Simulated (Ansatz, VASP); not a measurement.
## Two plane-wave programs on MgCd2S3

```
CELL_PARAMETERS angstrom
3.68991 0.00000 0.00000
0.00000 3.68991 0.00000
0.00000 0.00000 11.04786
ATOMIC_POSITIONS crystal
Mg 0.00000 0.00000 0.00000
Cd 0.00000 0.50000 0.60697
Cd 0.50000 0.00000 0.39303
S 0.00000 0.50000 0.36030
S 0.50000 0.00000 0.63970
S 0.50000 0.50000 0.00000
```

Change from the starting cell: species swapped into the Ti2CuSb3 type (P-4m2, No. 115).

Alike in both runs: functional PBE; k mesh 4 × 4 × 2; occupations gaussian, width 0.1 eV; no spin polarisation.

Ansatz relaxed the structure, and its values are those at the end. VASP's run is a single point on that final structure, the one shown.

|  | VASP | Ansatz |
| --- | --- | --- |
| version | VASP 6.6.1 | Ansatz 0.2.0 |
| potentials or method | VASP PAW PBE potentials, release 64 (Mg, Cd, S), cutoff 520 eV | scalar-relativistic, plane waves, PAW |
| valence electrons in the cell | 44 | 68 |

Ansatz gave:

| Quantity | Value |
| --- | --- |
| gap on the k mesh at the Fermi level (eV) | 0.64 |
| least direct gap on the mesh (eV) | 0.80 |
| pressure (GPa) | 0.1 |
| rms of the force components (eV/Å) | 0.003 |

Q: What did VASP give for the same quantities?

A: gap on the k mesh at the Fermi level (eV): 0.63; least direct gap on the mesh (eV): 0.80; pressure (GPa): 0.3; rms of the force components (eV/Å): 0.017.

VASP's potentials hold 44 valence electrons a cell and Ansatz's 68, so a difference there can come from the potentials and not from the codes.

The k mesh is coarse, so the values compare programs but aren't converged.
